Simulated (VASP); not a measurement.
# InP3 (R-3m) in VASP: further runs

The runs below take InP3 through single point, relaxation of shape and atoms at fixed volume, with r2SCAN.

Program: VASP 6.6.1. These are calculated values, not measurements. Logs are shortened: lines on timing, memory, paths and dates and some standing lists are left out, and cuts for length are marked.

## (1) The cell of the first run

It takes space group R-3m (No. 166, trigonal). Conventional cell: a = 7.394 Å, b = 7.394 Å, c = 9.732 Å, α = 90.00°, β = 90.00°, γ = 120.00°. In (site symmetry 3m) has 6 P at 2.61 to 2.85 Å within 3.4 Å. Within 2.9 Å of P (site symmetry m) lie 2 P at 2.20 Å and 2 In at 2.61 to 2.85 Å.

## (2) Single point, r2SCAN (19.20 Å³/atom)

Contents of POSCAR:

```
InP3
1.0
    3.6968143106      2.1343567374      3.2441231168
   -3.6968143106      2.1343567374      3.2441231168
    0.0000000000     -4.2687134748      3.2441231168
In P
2 6
Direct
    0.2733762189      0.2733762189      0.2733762189
    0.7266237811      0.7266237811      0.7266237811
    0.7950765289      0.2424703658      0.7950765289
    0.7950765289      0.7950765289      0.2424703658
    0.2424703658      0.7950765289      0.7950765289
    0.2049234711      0.7575296342      0.2049234711
    0.7575296342      0.2049234711      0.2049234711
    0.2049234711      0.2049234711      0.7575296342
```

Contents of INCAR.step1:

```
PREC = Accurate
ENCUT = 520
ISMEAR = 0
SIGMA = 0.1
LREAL = False
LASPH = True
NELM = 60
NBANDS = 38
GGA = PE
ALGO = Normal
EDIFF = 1E-4
LWAVE = True
LCHARG = False
```

Contents of INCAR.step2:

```
PREC = Accurate
ENCUT = 520
EDIFF = 1E-7
ISMEAR = 0
SIGMA = 0.1
LREAL = False
LASPH = True
NELM = 60
ALGO = Normal
ISIF = 2
LWAVE = False
LCHARG = False
METAGGA = R2SCAN
LMIXTAU = True
NBANDS = 38
ISTART = 1
```

Contents of KPOINTS:

```
regular mesh
0
Gamma
  6 6 6
```

Potentials or basis: VASP PAW PBE potentials, release 64 (In_d, P).

On the command line:

```
$ cat potpaw_PBE.64/In_d/POTCAR potpaw_PBE.64/P/POTCAR > POTCAR
$ cp INCAR.step1 INCAR
$ mpirun -np 1 vasp_std > vasp.out
$ cp INCAR.step2 INCAR
$ mpirun -np 1 vasp_std > vasp.out
```

OUTCAR:

```text
PREC = Accurate
   ENCUT = 520
   EDIFF = 1E-7
   ISMEAR = 0
   LREAL = False
   LASPH = True
   NELM = 60
   ISIF = 2
   METAGGA = R2SCAN
   ISTART = 1

 ion  position               nearest neighbor table
   1  0.273  0.273  0.273-   6 2.61   7 2.61   8 2.61   6 2.85   7 2.85   8 2.85
   2  0.727  0.727  0.727-   3 2.61   5 2.61   4 2.61   3 2.85   5 2.85   4 2.85
   3  0.795  0.242  0.795-   8 2.20   7 2.20   2 2.61   2 2.85
   4  0.795  0.795  0.242-   6 2.20   7 2.20   2 2.61   2 2.85
   5  0.242  0.795  0.795-   8 2.20   6 2.20   2 2.61   2 2.85
   6  0.205  0.758  0.205-   4 2.20   5 2.20   1 2.61   1 2.85
   7  0.758  0.205  0.205-   4 2.20   3 2.20   1 2.61   1 2.85
   8  0.205  0.205  0.758-   3 2.20   5 2.20   1 2.61   1 2.85

  LATTYP: Found a trigonal (rhomboedric) cell.
 ALAT       =     5.3615529025
 COS(alpha) =     0.0491673681

  Lattice vectors:

 A1 = (   3.6968143106,   2.1343567374,   3.2441231168)
 A2 = (  -3.6968143106,   2.1343567374,   3.2441231168)
 A3 = (   0.0000000000,  -4.2687134748,   3.2441231168)

Analysis of symmetry for initial positions (statically):
=====================================================================
 Subroutine PRICEL returns:
 Original cell was already a primitive cell.

 Routine SETGRP: Setting up the symmetry group for a
 trigonal (rhombohedral) supercell.

 Subroutine GETGRP returns: Found 12 space group operations
 (whereof 12 operations were pure point group operations)
 out of a pool of 12 trial point group operations.

The static configuration has the point symmetry D_3d.

Analysis of symmetry for dynamics (positions and initial velocities):
=====================================================================
 Subroutine PRICEL returns:
 Original cell was already a primitive cell.

 Routine SETGRP: Setting up the symmetry group for a
 trigonal (rhombohedral) supercell.

 Subroutine GETGRP returns: Found 12 space group operations
 (whereof 12 operations were pure point group operations)
 out of a pool of 12 trial point group operations.

The dynamic configuration has the point symmetry D_3d.

 Subroutine INISYM returns: Found 12 space group operations
 (whereof 12 operations are pure point group operations),
 and found     1 'primitive' translations

----------------------------------------------------------------------------------------

                                     Primitive cell

  volume of cell :     153.5830

  direct lattice vectors                    reciprocal lattice vectors
     3.696814311  2.134356737  3.244123117     0.135251586  0.078087540  0.102749902
    -3.696814311  2.134356737  3.244123117    -0.135251586  0.078087540  0.102749902
     0.000000000 -4.268713475  3.244123117     0.000000000 -0.156175080  0.102749902

  length of vectors
     5.361552903  5.361552903  5.361552903     0.186944371  0.186944371  0.186944371

  position of ions in fractional coordinates (direct lattice)
     0.273376219  0.273376219  0.273376219
     0.726623781  0.726623781  0.726623781
     0.795076529  0.242470366  0.795076529
     0.795076529  0.795076529  0.242470366
     0.242470366  0.795076529  0.795076529
     0.204923471  0.757529634  0.204923471
     0.757529634  0.204923471  0.204923471
     0.204923471  0.204923471  0.757529634

  ion indices of the primitive-cell ions
   primitive index   ion index
                 1           1
                 2           2
                 3           3
                 4           4
                 5           5
                 6           6
                 7           7
                 8           8

----------------------------------------------------------------------------------------

 KPOINTS: regular mesh

Automatic generation of k-mesh.
 Grid dimensions read from file:
 generate k-points for:    6    6    6

 Generating k-lattice:

  Cartesian coordinates                     Fractional coordinates (reciprocal lattice)
     0.022541931  0.013014590  0.017124984     0.166666667  0.000000000  0.000000000
    -0.022541931  0.013014590  0.017124984     0.000000000  0.166666667  0.000000000
     0.000000000 -0.026029180  0.017124984     0.000000000  0.000000000  0.166666667

  Length of vectors
     0.031157395  0.031157395  0.031157395

  Shift w.r.t. Gamma in fractional coordinates (k-lattice)
     0.000000000  0.000000000  0.000000000

 Subroutine IBZKPT returns following result:
 ===========================================

 Found     32 irreducible k-points:

 Following reciprocal coordinates:
            Coordinates               Weight
  0.000000  0.000000  0.000000      1.000000
  0.166667  0.000000  0.000000      6.000000
  0.333333  0.000000  0.000000      6.000000
  0.500000  0.000000  0.000000      3.000000
  0.166667  0.166667  0.000000      6.000000
  0.333333  0.166667  0.000000     12.000000
[... 16 lines left out ...]
  0.500000  0.500000  0.166667      6.000000
 -0.333333  0.500000  0.166667     12.000000
 [... further k-points ...]
   k-points           NKPTS =     32   k-points in BZ     NKDIM =     32   number of bands    NBANDS=     38
   number of dos      NEDOS =    301   number of ions     NIONS =      8
   total plane-waves  NPLWV =  64000
   dimension x,y,z NGX =    40 NGY =   40 NGZ =   40
   dimension x,y,z NGXF=    80 NGYF=   80 NGZF=   80
   ions per type =               2   6
   NGX,Y,Z   is equivalent  to a cutoff of  12.40, 12.40, 12.40 a.u.
   NGXF,Y,Z  is equivalent  to a cutoff of  24.81, 24.81, 24.81 a.u.
 SYSTEM =  unknown system
   PREC   = accura    normal or accurate (medium, high low for compatibility)
   ISTART =      1    job   : 0-new  1-cont  2-samecut
   ICHARG =      0    charge: 1-file 2-atom 10-const
   ISPIN  =      1    spin polarized calculation?
   LNONCOLLINEAR =      F non collinear calculations
   LSORBIT =      F    spin-orbit coupling
   LASPH  =      T    aspherical Exc in radial PAW
   ENCUT  =  520.0 eV  38.22 Ry    6.18 a.u.   9.97  9.97  9.97*2*pi/ulx,y,z
   NELM   =     60;   NELMIN=  2; NELMDL=  0     # of ELM steps
   EDIFF  = 0.1E-06   stopping-criterion for ELM
   LREAL  =      F    real-space projection
   EDIFFG = 0.1E-05   stopping-criterion for IOM
   NSW    =      0    number of steps for IOM
   IBRION =     -1    ionic relax: 0-MD 1-quasi-New 2-CG
   NFREE  =      0    steps in history (QN), initial steepest desc. (CG)
   ISIF   =      2    stress and relaxation
   ISYM   =      2    0-nonsym 1-usesym 2-fastsym
   POTIM  = 0.5000    time-step for ionic-motion
   TEBEG  =    0.0;   TEEND  =   0.0 temperature during run
   PSTRESS=    0.0 pullay stress
   NELECT =      56.0000    total number of electrons
   NUPDOWN=      -1.0000    fix difference up-down
   EMIN   =  10.00;   EMAX   =-10.00  energy-range for DOS
   EFERMI =   0.00;   METHOD = LEGACY
   ISMEAR =     0;   SIGMA  =   0.10  broadening in eV -4-tet -1-fermi 0-gaus
   EFERMI_NEDOS =   21; number of points for ismear=-14 and -15
   IALGO  =     38    algorithm
   IMIX   =      4    mixing-type and parameters
     AMIX     =   0.40;   BMIX     =  1.00
     AMIX_MAG =   1.60;   BMIX_MAG =  1.00
  volume/ion in A,a.u.               =      19.20       129.55
  Fermi-wavevector in a.u.,A,eV,Ry     =   1.169562  2.210151 18.611060  1.367874
  Thomas-Fermi vector in A             =   2.306033
   LORBIT       =      0    0 simple, 1 ext, 2 COOP (PROOUT), +10 PAW based schemes
   METAGGA = R2SCAN    functional components
   LHFCALC =     F    Hartree Fock is set to
   AEXX    =    0.0000 exact exchange contribution
   IVDW    =     0    specifies the selected vdW correction
   LEPSILON=     F    determine dielectric tensor
   LRPA    =     F    only Hartree local field effects (RPA)
 non-spin polarized calculation
 Gauss-broadening in eV      SIGMA  =   0.10
  energy-cutoff  :      520.00
  volume of cell :      153.58
 maximum number of plane-waves:      4182
   NGX = 19   NGY = 19   NGZ = 19

 number of electron      56.0000031 magnetization

 Free energy of the ion-electron system (eV)
  ---------------------------------------------------
  ext. energy  EPLUGINS =         0.00000000
  ---------------------------------------------------
  free energy    TOTEN  =      -100.04874063 eV

  energy without entropy =     -100.04115132  energy(sigma->0) =     -100.04494597

 E-fermi :   7.0994     XC(G=0): -10.8821

 val. band max:        7.0684402438   @ k =   0.5000   0.5000   0.1667
 cond. band min:       7.1039583950   @ k =   0.1667   0.1667   0.1667
 fundamental gap:      0.0355181512
 Fermi energy:         7.0993951771

 k-point     1 :       0.0000    0.0000    0.0000
  band No.  band energies     occupation
      1      -8.0836      2.00000
      2      -8.0836      2.00000
      3      -8.0347      2.00000
      4      -7.9109      2.00000
      5      -7.9109      2.00000
      6      -7.7954      2.00000
[... 30 lines left out ...]
     37      13.9329      0.00000
     38      14.6658      0.00000

 k-point     2 :       0.1667    0.0000    0.0000
  band No.  band energies     occupation
      1      -8.1348      2.00000
      2      -8.0714      2.00000
      3      -7.9221      2.00000
      4      -7.9181      2.00000
      5      -7.8821      2.00000
      6      -7.7962      2.00000
[... 30 lines left out ...]
     37      13.1134      0.00000
     38      13.9231      0.00000

 k-point     3 :       0.3333    0.0000    0.0000
  band No.  band energies     occupation
      1      -8.1481      2.00000
      2      -8.0421      2.00000
      3      -7.9372      2.00000
      4      -7.9070      2.00000
      5      -7.8146      2.00000
      6      -7.7976      2.00000
[... 30 lines left out ...]
     37      13.0538      0.00000
[... 781 lines left out ...]
 k-point    23 :       0.5000    0.5000    0.1667
  band No.  band energies     occupation
      1      -8.0905      2.00000
      2      -7.9411      2.00000
      3      -7.8904      2.00000
      4      -7.8783      2.00000
      5      -7.8504      2.00000
      6      -7.7914      2.00000
[... 30 lines left out ...]
     37      12.0393      0.00000
     38      12.1027      0.00000

 k-point    24 :      -0.3333    0.5000    0.1667
  band No.  band energies     occupation
      1      -8.1116      2.00000
      2      -7.9432      2.00000
      3      -7.9110      2.00000
      4      -7.8855      2.00000
      5      -7.8271      2.00000
      6      -7.7954      2.00000
[... 30 lines left out ...]
     37      12.2010      0.00000
     38      12.3505      0.00000

 [... further k-points ...]

------------------------ aborting loop because EDIFF is reached ----------------------------------------

  FORCE on cell =-STRESS in cart. coord.  units (eV):
  Direction    XX          YY          ZZ          XY          YZ          ZX
  --------------------------------------------------------------------------------------
  -------------------------------------------------------------------------------------
  Total        3.3225436      3.3225436      3.4359608     -0.0000000      0.0000000      0.0000000
  in kB       34.6607570     34.6607570     35.8439246     -0.0000000      0.0000000      0.0000000
  external PRESSURE =      35.0551462 kB  Pullay stress =       0.0000000 kB

 VOLUME and BASIS-vectors are now :
 -----------------------------------------------------------------------------
  energy-cutoff  :      520.00
  volume of cell :      153.58
      direct lattice vectors                 reciprocal lattice vectors
     3.696814311  2.134356737  3.244123117     0.135251586  0.078087540  0.102749902
    -3.696814311  2.134356737  3.244123117    -0.135251586  0.078087540  0.102749902
     0.000000000 -4.268713475  3.244123117     0.000000000 -0.156175080  0.102749902

 POSITION                                       TOTAL-FORCE (eV/Angst)
 -----------------------------------------------------------------------------------
      0.00000      0.00000      2.66060         0.000000     -0.000000      0.013500
      0.00000      0.00000      7.07177         0.000000     -0.000000     -0.013500
      2.04288     -1.17946      5.94526         0.052254     -0.030169      0.085823
      0.00000      2.35892      5.94526         0.000000      0.060338      0.085823
     -2.04288     -1.17946      5.94526        -0.052254     -0.030169      0.085823
     -2.04288      1.17946      3.78711        -0.052254      0.030169     -0.085823
      2.04288      1.17946      3.78711         0.052254      0.030169     -0.085823
      0.00000     -2.35892      3.78711         0.000000     -0.060338     -0.085823
 -----------------------------------------------------------------------------------
    total drift:                               -0.000000      0.000000     -0.000000

  FREE ENERGIE OF THE ION-ELECTRON SYSTEM (eV)
  ---------------------------------------------------
  free  energy   TOTEN  =      -100.0487406257 eV

  energy  without entropy=     -100.0411513187  energy(sigma->0) =     -100.04494597
```

It took 20 min on 1 thread of Intel Xeon 8259CL, shared host; peak memory 0.34 GiB.

What came out:

- Free energy: -100.0487 eV
- Pressure: 3.5 GPa
- Largest force: 0.105 eV/Å
- Band gap on the k mesh: zero (bands 28 and 29 overlap by 0.25 eV)

Forces in eV/Å, atoms in the order of the input:
```
In   0.000  0.000  0.013
In   0.000  0.000 -0.013
P    0.052 -0.030  0.086
P    0.000  0.060  0.086
P   -0.052 -0.030  0.086
P   -0.052  0.030 -0.086
P    0.052  0.030 -0.086
P    0.000 -0.060 -0.086
```

Levels at points of the mesh, in eV from the Fermi level:
```csv
k point,band 26,band 27,band 28,band 29,band 30,band 31
"(0.00, 0.00, 0.00)",-1.95,-0.86,-0.86,-0.08,0.27,2.31
"(0.50, 0.00, 0.00)",-1.73,-1.19,-1.15,0.53,2.88,2.95
"(0.50, 0.50, 0.00)",-0.82,-0.64,-0.06,1.51,1.75,2.55
"(0.50, 0.50, 0.50)",-0.05,0.17,0.17,1.94,2.07,2.07
```

Caveat: the cell stands under pressure; semilocal functionals underestimate gaps, and a narrow one can read as zero; the PAW data sets were made with another functional, which shifts forces and pressure a little; spin-orbit coupling is left out, which moves the levels of the heavy elements.

## (3) Relaxation of shape and atoms at fixed volume, r2SCAN (19.20 Å³/atom)

Contents of POSCAR:

```
InP3
1.0
    3.6810256543      2.1252411524      3.2720121874
   -3.6810256543      2.1252411524      3.2720121874
    0.0000000000     -4.2504823048      3.2720121874
In P
2 6
Direct
    0.2717834272      0.2717834272      0.2717834272
    0.7282165728      0.7282165728      0.7282165728
    0.7967049091      0.2435893408      0.7967049091
    0.7967049091      0.7967049091      0.2435893408
    0.2435893408      0.7967049091      0.7967049091
    0.2032950909      0.7564106592      0.2032950909
    0.7564106592      0.2032950909      0.2032950909
    0.2032950909      0.2032950909      0.7564106592
```

Contents of INCAR.step1:

```
SYSTEM = InP3
PREC = Accurate ; ENCUT = 600
ISMEAR = 0 ; SIGMA = 0.1
LREAL = .False. ; LASPH = .True.
NELM = 100 ; GGA = PE
ALGO = Normal ; EDIFF = 1E-4
LWAVE = .True. ; LCHARG = .False.
KPAR = 4
```

Contents of INCAR.step2:

```
SYSTEM = InP3
PREC = Accurate ; ENCUT = 600
EDIFF = 1E-6 ; ISMEAR = 0
SIGMA = 0.1 ; LREAL = .False.
LASPH = .True. ; NELM = 100
ALGO = Normal ; ISIF = 4
LWAVE = .False. ; LCHARG = .False.
METAGGA = R2SCAN ; LMIXTAU = .True.
IBRION = 2 ; NSW = 50
EDIFFG = -0.01 ; ISTART = 1
KPAR = 4
```

Contents of KPOINTS:

```
Automatic mesh
0
Gamma
  6 6 6
  0 0 0
```

Potentials or basis: VASP PAW PBE potentials, release 64 (In_d, P).

On the command line:

```
$ cat potpaw_PBE.64/In_d/POTCAR potpaw_PBE.64/P/POTCAR > POTCAR
$ cp INCAR.step1 INCAR
$ mpirun -np 4 vasp_std > vasp.out
$ cp INCAR.step2 INCAR
$ mpirun -np 4 vasp_std > vasp.out
```

It took 40 min on 4 MPI ranks of Oxide Virtual Turin-like, shared host; peak memory 0.45 GiB.

It converged, with:

```yaml
Free_energy: -100.0544 eV
Energy_gained_by_relaxing: 0.9 meV/atom
Ionic_steps: 9
Pressure_after_relaxing: 3.8 GPa
Largest_force_after_relaxing: 0.006 eV/Å
Band_gap_on_the_k_mesh: zero (bands 28 and 29 overlap by 0.23 eV)
```

Forces in eV/Å, atoms in the order of the input:
```
In   0.000  0.000  0.002
In   0.000  0.000 -0.002
P   -0.003  0.002  0.005
P    0.000 -0.003  0.005
P    0.003  0.002  0.005
P    0.003 -0.002 -0.005
P   -0.003 -0.002 -0.005
P    0.000  0.003 -0.005
```

Step by step:
| step | energy change (eV) | largest force (eV/Å) | pressure (GPa) | volume (Å³) |
| --- | --- | --- | --- | --- |
| 1 | 0.0000 | 0.1651 | 4.48 | 153.58 |
| 2 | -0.0056 | 0.0208 | 3.94 | 153.58 |
| 3 | -0.0056 | 0.0286 | 3.91 | 153.58 |
| 4 | -0.0060 | 0.0218 | 3.89 | 153.58 |
| 5 | -0.0063 | 0.0323 | 3.87 | 153.58 |
| 6 | -0.0065 | 0.0345 | 3.87 | 153.58 |
| 7 | -0.0067 | 0.0295 | 3.84 | 153.58 |
| 8 | -0.0069 | 0.0158 | 3.83 | 153.58 |
| 9 | -0.0069 | 0.0060 | 3.82 | 153.58 |

Final structure:
```
In P
1.0
     3.69540    2.13354    3.24661
    -3.69540    2.13354    3.24661
     0.00000   -4.26708    3.24661
In P
2 6
Direct
  0.27365 0.27365 0.27365
  0.72635 0.72635 0.72635
  0.79572 0.24234 0.79572
  0.79572 0.79572 0.24234
  0.24234 0.79572 0.79572
  0.20428 0.75766 0.20428
  0.75766 0.20428 0.20428
  0.20428 0.20428 0.75766
```

Levels at points of the mesh, in eV from the Fermi level:
| k point | band 25 | band 26 | band 27 | band 28 | band 29 | band 30 | band 31 | band 32 |
| --- | --- | --- | --- | --- | --- | --- | --- | --- |
| (0.00, 0.00, 0.00) | -2.47 | -1.95 | -0.86 | -0.86 | -0.06 | 0.27 | 2.28 | 2.55 |
| (0.50, 0.00, 0.00) | -2.62 | -1.72 | -1.17 | -1.16 | 0.55 | 2.86 | 2.99 | 3.45 |
| (0.50, 0.50, 0.00) | -1.46 | -0.82 | -0.64 | -0.06 | 1.52 | 1.77 | 2.58 | 2.72 |
| (0.50, 0.50, 0.50) | -0.06 | -0.06 | 0.18 | 0.18 | 1.96 | 2.08 | 2.08 | 2.25 |

Caveat: semilocal functionals underestimate gaps, and a narrow one can read as zero; the PAW data sets were made with another functional, which shifts forces and pressure a little; spin-orbit coupling is left out, which moves the levels of the heavy elements.

The gap in the log of VASP goes by the Fermi energy; the results here count the filled bands.